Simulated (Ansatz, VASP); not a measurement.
Al: VASP beside Ansatz

File INCAR:

```
SYSTEM = Al
PREC = Accurate ; ENCUT = 520
EDIFF = 1E-6 ; ISMEAR = 0
SIGMA = 0.1 ; LREAL = .FALSE.
LASPH = .TRUE. ; NELM = 60
ALGO = Normal ; ISIF = 2
LWAVE = .FALSE. ; LCHARG = .TRUE.
LDIPOL = .TRUE. ; IDIPOL = 3
DIPOL = 0.5 0.5 0.500 ; GGA = PS
LELF = .TRUE. ; LVHAR = .TRUE.
LVACPOTAV = .TRUE. ; NBANDS = 22
```

KPOINTS

```
Automatic mesh
0
G
  12 9 1
  0 0 0
```

Contents of POSCAR:

```
Al
1.0
    2.8394270062      0.0000000000      0.0000000000
    0.0000000000      4.0155561815      0.0000000000
    0.0000000000      0.0000000000     14.9379945217
Al
8
Direct
    0.5000000000      0.5000000000      0.1673584762
    0.0000000000      0.0000000000      0.2623989115
    0.5000000000      0.5000000000      0.3574393469
    0.0000000000      0.0000000000      0.4524797823
    0.5000000000      0.5000000000      0.5475202177
    0.0000000000      0.0000000000      0.6425606531
    0.5000000000      0.5000000000      0.7376010885
    0.0000000000      0.0000000000      0.8326415238
```

Input for Ansatz:

```yaml
crystal:
  lattice:
    - [2.8394270062, 0.0, 0.0]
    - [0.0, 4.0155561815, 0.0]
    - [0.0, 0.0, 14.9379945217]
  atoms:
    - { symbol: Al, position: [0.5, 0.5, 0.1673584762] }
    - { symbol: Al, position: [0.0, 0.0, 0.2623989115] }
    - { symbol: Al, position: [0.5, 0.5, 0.3574393469] }
    - { symbol: Al, position: [0.0, 0.0, 0.4524797823] }
    - { symbol: Al, position: [0.5, 0.5, 0.5475202177] }
    - { symbol: Al, position: [0.0, 0.0, 0.6425606531] }
    - { symbol: Al, position: [0.5, 0.5, 0.7376010885] }
    - { symbol: Al, position: [0.0, 0.0, 0.8326415238] }
basis:
  ecutwfc: 420
kpoints:
  mp_grid: { grid: [12, 9, 1] }
hamiltonian:
  xc: pbesol
scf:
  occupations: { method: gaussian, width: 0.1 }
output:
  forces: true
  stress: true
  eigenvalues: true
efield:
  axis: 3
  dipole_correction: true
  ramp_width: 0.04
```

Alike in both runs: task single point; functional PBEsol; k mesh 12 × 9 × 1; occupations gaussian, width 0.1 eV; no spin polarisation.

```csv
,VASP,Ansatz
version,VASP 6.6.1,Ansatz 0.2.0
potentials or method,"VASP PAW PBE potentials, release 64 (Al), cutoff 520 eV","scalar-relativistic, plane waves, PAW"
valence electrons in the cell,24,24
```

```tsv
	VASP	Ansatz	Ansatz less VASP
gap on the k mesh at the Fermi level (eV)	none	none	-
rms of the force components (eV/Å)	0.091	0.091	+0.0004
```

VASP's potentials were made for PBE, not for PBEsol. Atom by atom the forces differ by 0.001 eV/Å (rms over components). A gap of «none» marks a metal or a gap that the smearing closes. Ansatz's warnings: vacuum density over bound.
